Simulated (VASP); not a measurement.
Set up this calculation in VASP 6.6.1, as the native input.

- Task: single point
- Functional: PBE
- Potentials or basis: VASP PAW PBE potentials, release 64 (Pb_d, Ge_d, S, Li_sv)
- Cutoff: 650 eV
- k mesh: 3 × 3 × 3
- Occupations: fermi-dirac, width 0.1 eV
- Spin: no spin polarisation
- Dipole correction: no
- Further INCAR settings: ALGO = Normal; EDIFF = 1e-06; NBANDS = 39

The structure of Li2GePbS4 lies in POSCAR:

```
Li2GePbS4
1.0
    5.7003140000      0.3596400000     -0.7426660000
    0.9231290000      5.9764090000     -0.3997900000
    0.2368030000      0.0317840000      5.3149610000
Pb Ge S Li
1 1 4 2
Direct
    0.2004194205      0.5951739267      0.7435296841
    0.6977393017      0.7766502581      0.8974781307
    0.1593684043      0.0357611218      0.0272670739
    0.7456667327      0.8523551307      0.4063535720
    0.3368844056      0.1715888366      0.4738177938
    0.0021414474      0.4583122307      0.2064406544
    0.5890054595      0.2065017502      0.1147797064
    0.8700928825      0.2417544281      0.6468492250
```

These files were run (other wordings do the same):

INCAR

```
PREC     = Accurate       # precision mode
ENCUT    = 650            # plane-wave cutoff, eV
EDIFF    = 1E-6           # SCF threshold, eV
ISMEAR   = -1             # smearing method
SIGMA    = 0.1            # smearing width, eV
LREAL    = False          # projectors in reciprocal space
LASPH    = True           # aspherical terms in the spheres
NELM     = 120            # most SCF steps
ALGO     = Normal         # electronic algorithm
ISIF     = 2              # what is computed and relaxed
LWAVE    = False          # write WAVECAR
LCHARG   = False          # write CHGCAR
GGA      = PE             # functional
NBANDS   = 39             # bands
GGA_COMPAT= False
```

KPOINTS

```
Automatic mesh
0
Gamma
  3 3 3
```

Potentials or basis: VASP PAW PBE potentials, release 64 (Pb_d, Ge_d, S, Li_sv).

Run with:

```bash
$ cat potpaw_PBE.64/Pb_d/POTCAR potpaw_PBE.64/Ge_d/POTCAR potpaw_PBE.64/S/POTCAR potpaw_PBE.64/Li_sv/POTCAR > POTCAR
$ mpirun -np 1 vasp_std > vasp.out
```

It gave:

```json
{
 "Pressure": "-2.5 GPa",
 "Largest force": "0.790 eV/Å",
 "Band gap on the k mesh": "zero (bands 29 and 30 overlap by 0.28 eV)"
}
```

Caveat: the k points lie up to 0.40 Å⁻¹ apart; spin-orbit coupling is left out, which moves the levels of the heavy elements.

It took 4.1 min on 1 thread of Intel Xeon 8259CL, with other jobs on the host, peak memory 0.41 GiB.
